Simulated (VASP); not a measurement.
# Zn2AsP3 (Cm) in VASP: relaxation of cell and atoms with PBEsol

Aim: the relaxation of cell and atoms of Zn2AsP3 with PBEsol.

Program: VASP 6.6.1. These are calculated values, not measurements. Logs are shortened: lines on timing, memory, paths and dates and some standing lists are left out, and cuts for length are marked.

**1. The cell of the first run**

The structure is monoclinic, space group Cm (No. 8). The conventional cell has a = 10.874 Å, b = 4.595 Å, c = 7.544 Å, α = 90.00°, β = 133.60°, γ = 90.00°. Within 4.2 Å of Zn (site symmetry m) lie 9 P at 3.16 to 3.40 Å and 3 As at 3.27 to 3.42 Å and 4 Zn at 3.83 to 3.99 Å. Zn (site symmetry m) has 9 P at 3.15 to 3.41 Å and 3 As at 3.17 to 3.29 Å and 4 Zn at 3.83 to 3.99 Å within 4.1 Å. As (site symmetry m) has 4 P at 2.65 to 2.87 Å and 6 Zn at 3.17 to 3.42 Å within 3.5 Å. P (site symmetry m) has 3 P at 2.70 to 2.92 Å and 1 As at 2.72 Å and 6 Zn at 3.16 to 3.38 Å within 3.6 Å. P (site symmetry m) has 2 As at 2.65 Å and 2 P at 2.70 to 2.92 Å and 6 Zn at 3.17 to 3.41 Å within 3.5 Å. P (site symmetry m) has 3 P at 2.70 Å and 1 As at 2.87 Å and 6 Zn at 3.15 to 3.40 Å within 3.6 Å.

**2. Relaxation of cell and atoms, PBEsol**

Input file INCAR:

```
  PREC = Accurate
  ENCUT = 600
  EDIFF = 1E-6
  ISMEAR = -1
  SIGMA = 0.03
  LREAL = False
  LASPH = True
  NELM = 60
  ALGO = Normal
  ISIF = 3
  LWAVE = False
  LCHARG = False
  GGA = PS
  IBRION = 2
  NSW = 100
  EDIFFG = -0.01
```

Input file KPOINTS:

```
Automatic mesh
0
Gamma
  6 6 4
```

Input file POSCAR:

```
Zn2AsP3
1.0
    5.4371648700     -2.2976837900      0.0000000000
    5.4371648700      2.2976837900      0.0000000000
   -5.2027372200      0.0000000000      5.4630538700
Zn As P
2 1 3
Direct
    0.5419178100      0.5419178100      0.7920915200
    0.4568290600      0.4568290600      0.2079981300
    0.1668853700      0.1668853700      0.6059754900
    0.8399763600      0.8399763600      0.3971108400
    0.8347594800      0.8347594800      0.7788463300
    0.1596319300      0.1596319300      0.2179776900
```

Potentials or basis: VASP PAW PBE potentials, release 64 (Zn, As, P).

Launch:

```bash
$ cat potpaw_PBE.64/Zn/POTCAR potpaw_PBE.64/As/POTCAR potpaw_PBE.64/P/POTCAR > POTCAR
$ mpirun -np 1 vasp_std > vasp.out
```

OUTCAR:

```text
PREC = Accurate
   ENCUT = 600
   EDIFF = 1E-6
   ISMEAR = -1
   LREAL = False
   LASPH = True
   NELM = 60
   ISIF = 3
   GGA = PS
   IBRION = 2
   NSW = 100
   EDIFFG = -0.01

 ion  position               nearest neighbor table
   1  0.542  0.542  0.792-
   2  0.457  0.457  0.208-
   3  0.167  0.167  0.606-   5 2.65   5 2.65   4 2.72   6 2.87
   4  0.840  0.840  0.397-   6 2.70   6 2.70   3 2.72   5 2.92
   5  0.835  0.835  0.779-   3 2.65   3 2.65   6 2.70   4 2.92
   6  0.160  0.160  0.218-   4 2.70   4 2.70   5 2.70   3 2.87

  LATTYP: Found a base centered monoclinic cell.
 ALAT       =    10.8743297400
 B/A-ratio  =     0.4225885815
 C/A-ratio  =     0.6937530259
 COS(beta)  =    -0.6896432706

  Lattice vectors:

 A1 = (   5.4371648700,  -2.2976837900,   0.0000000000)
 A2 = (   5.4371648700,   2.2976837900,   0.0000000000)
 A3 = (  -5.2027372200,   0.0000000000,   5.4630538700)

Analysis of symmetry for initial positions (statically):
=====================================================================
 Subroutine PRICEL returns:
 Original cell was already a primitive cell.

 Routine SETGRP: Setting up the symmetry group for a
 base centered monoclinic supercell.

 Subroutine GETGRP returns: Found  2 space group operations
 (whereof  2 operations were pure point group operations)
 out of a pool of  4 trial point group operations.

The static configuration has the point symmetry C_1h.

Analysis of symmetry for dynamics (positions and initial velocities):
=====================================================================
 Subroutine PRICEL returns:
 Original cell was already a primitive cell.

 Routine SETGRP: Setting up the symmetry group for a
 base centered monoclinic supercell.

 Subroutine GETGRP returns: Found  2 space group operations
 (whereof  2 operations were pure point group operations)
 out of a pool of  4 trial point group operations.

The dynamic configuration has the point symmetry C_1h.

 Subroutine INISYM returns: Found  2 space group operations
 (whereof  2 operations are pure point group operations),
 and found     1 'primitive' translations

----------------------------------------------------------------------------------------

                                     Primitive cell

  volume of cell :     136.4986

  direct lattice vectors                    reciprocal lattice vectors
     5.437164870 -2.297683790  0.000000000     0.091959691 -0.217610448  0.087577776
     5.437164870  2.297683790  0.000000000     0.091959691  0.217610448  0.087577776
    -5.202737220  0.000000000  5.463053870     0.000000000  0.000000000  0.183047801

  length of vectors
     5.902720781  5.902720781  7.544099162     0.251953882  0.251953882  0.183047801

  position of ions in fractional coordinates (direct lattice)
     0.541917810  0.541917810  0.792091520
     0.456829060  0.456829060  0.207998130
     0.166885370  0.166885370  0.605975490
     0.839976360  0.839976360  0.397110840
     0.834759480  0.834759480  0.778846330
     0.159631930  0.159631930  0.217977690

  ion indices of the primitive-cell ions
   primitive index   ion index
                 1           1
                 2           2
                 3           3
                 4           4
                 5           5
                 6           6

----------------------------------------------------------------------------------------

 KPOINTS: Automatic mesh

Automatic generation of k-mesh.
 Grid dimensions read from file:
 generate k-points for:    6    6    4

 Generating k-lattice:

  Cartesian coordinates                     Fractional coordinates (reciprocal lattice)
     0.015326615 -0.036268408  0.014596296     0.166666667  0.000000000  0.000000000
     0.015326615  0.036268408  0.014596296     0.000000000  0.166666667  0.000000000
     0.000000000  0.000000000  0.045761950     0.000000000  0.000000000  0.250000000

  Length of vectors
     0.041992314  0.041992314  0.045761950

  Shift w.r.t. Gamma in fractional coordinates (k-lattice)
     0.000000000  0.000000000  0.000000000

 Subroutine IBZKPT returns following result:
 ===========================================

 Found     47 irreducible k-points:

 Following reciprocal coordinates:
            Coordinates               Weight
  0.000000  0.000000  0.000000      1.000000
  0.166667  0.000000 -0.000000      4.000000
  0.333333  0.000000 -0.000000      4.000000
  0.500000 -0.000000 -0.000000      2.000000
  0.166667  0.166667 -0.000000      2.000000
  0.333333  0.166667 -0.000000      4.000000
[... 16 lines left out ...]
 -0.333333  0.166667  0.250000      4.000000
 -0.166667  0.166667  0.250000      4.000000
 [... further k-points ...]
   k-points           NKPTS =     47   k-points in BZ     NKDIM =     47   number of bands    NBANDS=     26
   number of dos      NEDOS =    301   number of ions     NIONS =      6
   total plane-waves  NPLWV = 138240
   dimension x,y,z NGX =    48 NGY =   48 NGZ =   60
   dimension x,y,z NGXF=    96 NGYF=   96 NGZF=  120
   ions per type =               2   1   3
   NGX,Y,Z   is equivalent  to a cutoff of  13.52, 13.52, 13.22 a.u.
   NGXF,Y,Z  is equivalent  to a cutoff of  27.04, 27.04, 26.44 a.u.
 SYSTEM =  unknown system
   PREC   = accura    normal or accurate (medium, high low for compatibility)
   ISTART =      0    job   : 0-new  1-cont  2-samecut
   ICHARG =      2    charge: 1-file 2-atom 10-const
   ISPIN  =      1    spin polarized calculation?
   LNONCOLLINEAR =      F non collinear calculations
   LSORBIT =      F    spin-orbit coupling
   LASPH  =      T    aspherical Exc in radial PAW
   ENCUT  =  600.0 eV  44.10 Ry    6.64 a.u.  11.79 11.79 15.07*2*pi/ulx,y,z
   NELM   =     60;   NELMIN=  2; NELMDL= -5     # of ELM steps
   EDIFF  = 0.1E-05   stopping-criterion for ELM
   LREAL  =      F    real-space projection
   EDIFFG = -.1E-01   stopping-criterion for IOM
   NSW    =    100    number of steps for IOM
   IBRION =      2    ionic relax: 0-MD 1-quasi-New 2-CG
   NFREE  =      1    steps in history (QN), initial steepest desc. (CG)
   ISIF   =      3    stress and relaxation
   ISYM   =      2    0-nonsym 1-usesym 2-fastsym
   POTIM  = 0.5000    time-step for ionic-motion
   TEBEG  =    0.0;   TEEND  =   0.0 temperature during run
   PSTRESS=    0.0 pullay stress
   NELECT =      44.0000    total number of electrons
   NUPDOWN=      -1.0000    fix difference up-down
   EMIN   =  10.00;   EMAX   =-10.00  energy-range for DOS
   EFERMI =   0.00;   METHOD = LEGACY
   ISMEAR =    -1;   SIGMA  =   0.03  broadening in eV -4-tet -1-fermi 0-gaus
   EFERMI_NEDOS =   21; number of points for ismear=-14 and -15
   IALGO  =     38    algorithm
   IMIX   =      4    mixing-type and parameters
     AMIX     =   0.40;   BMIX     =  1.00
     AMIX_MAG =   1.60;   BMIX_MAG =  1.00
  volume/ion in A,a.u.               =      22.75       153.52
  Fermi-wavevector in a.u.,A,eV,Ry     =   1.122491  2.121201 17.143159  1.259987
  Thomas-Fermi vector in A             =   2.259152
   LORBIT       =      0    0 simple, 1 ext, 2 COOP (PROOUT), +10 PAW based schemes
   GGA     = PS    functional components
   LHFCALC =     F    Hartree Fock is set to
   AEXX    =    0.0000 exact exchange contribution
   IVDW    =     0    specifies the selected vdW correction
   LEPSILON=     F    determine dielectric tensor
   LRPA    =     F    only Hartree local field effects (RPA)
 conjugate gradient relaxation of ions
 non-spin polarized calculation
  energy-cutoff  :      600.00
  volume of cell :      136.50
 maximum number of plane-waves:      4579
   NGX = 23   NGY = 23   NGZ = 31

--------------------------------------- Ionic step        1  -------------------------------------------

 number of electron      44.0000002 magnetization

 Free energy of the ion-electron system (eV)
  ---------------------------------------------------
  ext. energy  EPLUGINS =         0.00000000
  ---------------------------------------------------
  free energy    TOTEN  =       -21.25352791 eV

  energy without entropy =      -21.24455507  energy(sigma->0) =      -21.24904149

 E-fermi :   3.1364     XC(G=0):  -9.6525

 val. band max:        3.1334045941   @ k =   0.3333   0.0000  -0.0000
 cond. band min:       3.1375628031   @ k =   0.5000   0.1667  -0.0000
 fundamental gap:      0.0041582090
 Fermi energy:         3.1364104368

 k-point     1 :       0.0000    0.0000    0.0000
  band No.  band energies     occupation
      1      -9.6784      2.00000
      2      -7.2467      2.00000
      3      -5.8766      2.00000
      4      -4.6752      2.00000
      5      -3.4536      2.00000
      6      -3.4197      2.00000
[... 685 lines left out ...]
     25       4.6176      0.00000
     26       5.2451      0.00000

 [... further k-points ...]

------------------------ aborting loop because EDIFF is reached ----------------------------------------

  FORCE on cell =-STRESS in cart. coord.  units (eV):
  Direction    XX          YY          ZZ          XY          YZ          ZX
  --------------------------------------------------------------------------------------
  -------------------------------------------------------------------------------------
  Total       -9.7883242     -9.0248730    -10.4382437      0.0000000      0.0000000     -0.7090276
  in kB     -114.8922369   -105.9310899   -122.5207861      0.0000000      0.0000000     -8.3223409
  external PRESSURE =    -114.4480376 kB  Pullay stress =       0.0000000 kB
[... 101 lines left out ...]
  FREE ENERGIE OF THE ION-ELECTRON SYSTEM (eV)
  ---------------------------------------------------
  free  energy   TOTEN  =       -22.8918149638 eV

  energy  without entropy=      -22.8813068553  energy(sigma->0) =      -22.88656091

[... ionic steps 4 to 49 ...]

--------------------------------------- Ionic step       50  -------------------------------------------

 number of electron      44.0000000 magnetization

------------------------ aborting loop because EDIFF is reached ----------------------------------------

  FORCE on cell =-STRESS in cart. coord.  units (eV):
  Direction    XX          YY          ZZ          XY          YZ          ZX
  --------------------------------------------------------------------------------------
  -------------------------------------------------------------------------------------
  Total       -0.0119711     -0.0093351      0.0155279      0.0000000      0.0000000      0.0000526
  in kB       -0.1942627     -0.1514873      0.2519807      0.0000000      0.0000000      0.0008529
  external PRESSURE =      -0.0312565 kB  Pullay stress =       0.0000000 kB
[... 65 lines left out ...]
  energy  without entropy=      -25.0566938719  energy(sigma->0) =      -25.05759034

--------------------------------------- Ionic step       52  -------------------------------------------

 number of electron      44.0000000 magnetization

 Free energy of the ion-electron system (eV)
  ---------------------------------------------------
  ext. energy  EPLUGINS =         0.00000000
  ---------------------------------------------------
  free energy    TOTEN  =       -25.05851436 eV

  energy without entropy =      -25.05671621  energy(sigma->0) =      -25.05761529

 E-fermi :   6.1304     XC(G=0): -11.0395

 val. band max:        5.9207425686   @ k =   0.0000   0.0000   0.2500
 cond. band min:       6.1463582246   @ k =   0.3333   0.1667   0.5000
 fundamental gap:      0.2256156561
 Fermi energy:         6.1303987247

 k-point     1 :       0.0000    0.0000    0.0000
  band No.  band energies     occupation
      1      -8.9795      2.00000
      2      -4.3629      2.00000
      3      -4.0372      2.00000
      4      -2.2237      2.00000
      5      -1.7535      2.00000
      6      -1.6178      2.00000
[... 685 lines left out ...]
     25       7.9583      0.00000
     26       9.4658      0.00000

 [... further k-points ...]

------------------------ aborting loop because EDIFF is reached ----------------------------------------

  FORCE on cell =-STRESS in cart. coord.  units (eV):
  Direction    XX          YY          ZZ          XY          YZ          ZX
  --------------------------------------------------------------------------------------
  -------------------------------------------------------------------------------------
  Total        0.0322140      0.0290626      0.0206287      0.0000000      0.0000000      0.0068758
  in kB        0.5228120      0.4716667      0.3347909      0.0000000      0.0000000      0.1115892
  external PRESSURE =       0.4430899 kB  Pullay stress =       0.0000000 kB
[... 21 lines left out ...]
  FREE ENERGIE OF THE ION-ELECTRON SYSTEM (eV)
  ---------------------------------------------------
  free  energy   TOTEN  =       -25.0585143598 eV

  energy  without entropy=      -25.0567162107  energy(sigma->0) =      -25.05761529

 reached required accuracy - stopping structural energy minimisation
```

Wall time 72 min (1 thread of Intel Xeon 6975P-C (Granite Rapids), shared host); peak memory 0.57 GiB.

What came out:

- Free energy: -25.0585 eV
- Relaxed volume: 16.45 Å³/atom
- Relaxed cell: a = 5.354 Å, b = 5.354 Å, c = 5.412 Å, α = 121.44°, β = 121.44°, γ = 51.28°
- Space group after relaxing (to 0.1 Å): Cm (No. 8)
- Energy gained by relaxing: 634.2 meV/atom
- Ionic steps: 52
- Pressure after relaxing: 0.0 GPa
- Largest force after relaxing: 0.008 eV/Å
- Band gap on the k mesh: zero (bands 22 and 23 overlap by 1.64 eV)

Forces on the atoms (eV/Å):
```
Zn   0.005  0.000  0.005
Zn  -0.002  0.000 -0.005
As  -0.007  0.000  0.002
P   -0.002  0.000 -0.005
P    0.000  0.000  0.001
P    0.006  0.000  0.002
```

The path:
```tsv
step	energy change (eV)	largest force (eV/Å)	pressure (GPa)	volume (Å³)
1	0.0000	0.5189	-11.44	136.50
3	-1.6383	0.9612	-0.06	102.27
5	-1.9735	1.1417	2.53	97.35
7	-2.3159	1.3159	-1.24	100.86
9	-2.4172	0.5877	-1.19	100.19
11	-2.5345	0.5453	-0.24	98.03
13	-2.6392	0.4919	1.79	94.89
15	-2.7321	0.6075	-2.97	100.47
17	-2.8552	0.6643	-2.47	100.50
19	-2.9002	0.9104	-1.44	100.48
21	-3.1144	1.0037	1.71	97.22
23	-3.3528	0.6901	-1.52	101.05
25	-3.5349	0.5785	1.78	97.86
27	-3.5882	0.3420	-1.03	100.29
29	-3.6459	0.4230	-0.27	99.13
31	-3.6985	0.5811	1.58	97.10
33	-3.7505	0.6072	-0.48	99.45
35	-3.7751	0.1732	0.15	99.27
37	-3.7884	0.2079	-0.08	99.54
39	-3.7998	0.1146	-0.10	99.40
41	-3.8018	0.1050	0.02	99.18
43	-3.8036	0.0564	-0.10	99.10
45	-3.8044	0.0345	0.05	98.85
47	-3.8047	0.0235	-0.11	98.90
49	-3.8049	0.0163	0.04	98.70
51	-3.8050	0.0122	-0.02	98.75
52	-3.8050	0.0076	0.04	98.72
```

Final structure:
```xyz
6
Lattice="4.7551 -2.3167 0.8285 4.7551 2.3167 0.8285 -3.8426 0.0000 3.8111" Properties=species:S:1:pos:R:3 pbc="T T T"
Zn    2.7488    0.0000    3.9832
Zn   -0.1537    0.0000    4.4493
As   -1.7299    0.0000    2.1582
P     5.7605    0.0000    2.5879
P     9.0303    0.0000    1.7800
P     1.3469    0.0000    1.4459
```

Caveat: the volume moved by over 15 % at a fixed basis, so the end points are rough; the PAW data sets were made with another functional, which shifts forces and pressure a little.

The gap in the log of VASP goes by the Fermi energy; the results here count the filled bands.